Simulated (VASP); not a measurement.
Wanted: the native input for a VASP 6.6.1 run.

```yaml
Task: single point
Functional: PBEsol
Potentials_or_basis: VASP PAW PBE potentials, release 64 (Al, Ni)
Cutoff: 520 eV
k_mesh: 12 × 12 × 8
Occupations: gaussian, width 0.1 eV
Spin: no spin polarisation
Dipole_correction: no
Further_INCAR_settings: ALGO = Fast; EDIFF = 1e-06; NBANDS = 32
```

The structure of AlNi2 lies in POSCAR:

```
AlNi2
1.0
    3.9748989536      0.0000000000      0.0000000000
   -1.9874494768      3.4423634713      0.0000000000
    0.0000000000      0.0000000000      4.9060444288
Al Ni
2 4
Direct
    0.3333333333      0.6666666667      0.1925788628
    0.6666666667      0.3333333333      0.8074211372
    0.3333333333      0.6666666667      0.6875372664
    0.6666666667      0.3333333333      0.3124627336
    0.0000000000      0.0000000000      0.5000000000
    0.0000000000      0.0000000000      0.0000000000
```

The input as run:

INCAR

```
SYSTEM = AlNi2
ALGO = Fast
EDIFF = 1E-6
ENCUT = 520
GGA = PS
ISIF = 2
ISMEAR = 0
LASPH = .TRUE.
LCHARG = .FALSE.
LREAL = .FALSE.
LWAVE = .FALSE.
NBANDS = 32
NELM = 80
PREC = Accurate
SIGMA = 0.1
```

KPOINTS

```
k-points
0
G
  12 12 8
  0 0 0
```

Potentials or basis: VASP PAW PBE potentials, release 64 (Al, Ni).

Command:

```bash
$ cat potpaw_PBE.64/Al/POTCAR potpaw_PBE.64/Ni/POTCAR > POTCAR
$ mpirun -np 1 vasp_std > vasp.out
```

Results of the run:

```yaml
Pressure: 0.1 GPa
Largest_force: 0.010 eV/Å
Band_gap_on_the_k_mesh: zero (band 23 reaches 13.85 eV, above the bottom of band 24 at 9.59 eV)
```

Caveat: the PAW data sets were made with another functional, which shifts forces and pressure a little.

Wall time 5.6 min on 1 thread of Intel(R) Xeon(R) 6975P-C (Granite Rapids) (shared host), peak memory 0.33 GiB.
